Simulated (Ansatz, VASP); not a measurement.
## Ru: VASP beside Ansatz

```xyz
2
Lattice="2.8560 0.0000 0.0000 -1.4280 2.4734 0.0000 0.0000 0.0000 4.2968" Properties=species:S:1:pos:R:3 pbc="T T T"
Ru    0.0000    1.6489    1.0742
Ru    1.4280    0.8245    3.2226
```

Change from the starting cell: strain +0.050 along x and y, +0.000 along z, atoms carried along.

Alike in both runs: task single point; functional PBE; k mesh 24 × 24 × 14; occupations gaussian, width 0.15 eV; no spin polarisation.

```csv
,VASP,Ansatz
version,VASP 6.6.1,Ansatz 0.2.0
potentials or method,"VASP PAW PBE potentials, release 64 (Ru_pv), cutoff 520 eV","scalar-relativistic, plane waves, PAW"
valence electrons in the cell,28,32
```

Ansatz gave:

- gap on the k mesh at the Fermi level (eV): none
- pressure (GPa): -22.8
- traceless stress, the component that is largest in VASP (GPa): 8.51

Problem. Which values does VASP return?

Solution. gap on the k mesh at the Fermi level (eV): none; pressure (GPa): -22.9; traceless stress, the component that is largest in VASP (GPa): 8.50.

A gap of «none» marks a metal or a gap that the smearing closes. VASP's potentials hold 28 valence electrons a cell and Ansatz's 32, so a difference there can come from the potentials and not from the codes.
